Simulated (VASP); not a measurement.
Mo, 1 atom in the cell. It takes space group P6/mmm (No. 191, hexagonal). The conventional cell has a = 2.777 Å, b = 2.777 Å, c = 2.479 Å, α = 90.00°, β = 90.00°, γ = 120.00°. Mo (site symmetry 6/mmm) has 8 Mo at 2.48 to 2.78 Å within 3.3 Å.  This cell differs from its parent crystal: strain +0.015 along x and y, -0.030 along z.

| Quantity | Value |
| --- | --- |
| Program | VASP 6.6.1 |
| Task | single point |
| Functional | LDA |
| Potentials or basis | VASP PAW LDA potentials, release 64 (Mo_sv) |
| Cutoff | 520 eV |
| k mesh | 18 × 18 × 18 |
| Occupations | gaussian, width 0.15 eV |
| Spin | no spin polarisation |
| Dipole correction | no |
| Further INCAR settings | ALGO = Normal; EDIFF = 1e-06; NBANDS = 13 |

Potentials or basis: VASP PAW LDA potentials, release 64 (Mo_sv).

The run is started by

```console
$ cat potpaw_LDA.64/Mo_sv/POTCAR > POTCAR
$ mpirun -np 1 vasp_std > vasp.out
```

Hardware: 1 thread of Intel(R) Xeon(R) 6975P-C (Granite Rapids), with other jobs on the host.

Q: How long does it take, and how much memory?

A: Run time: 19 s on 1 thread of Intel(R) Xeon(R) 6975P-C (Granite Rapids) (shared host), peak memory 0.18 GiB. Counts: scf iterations 11, k points 370.
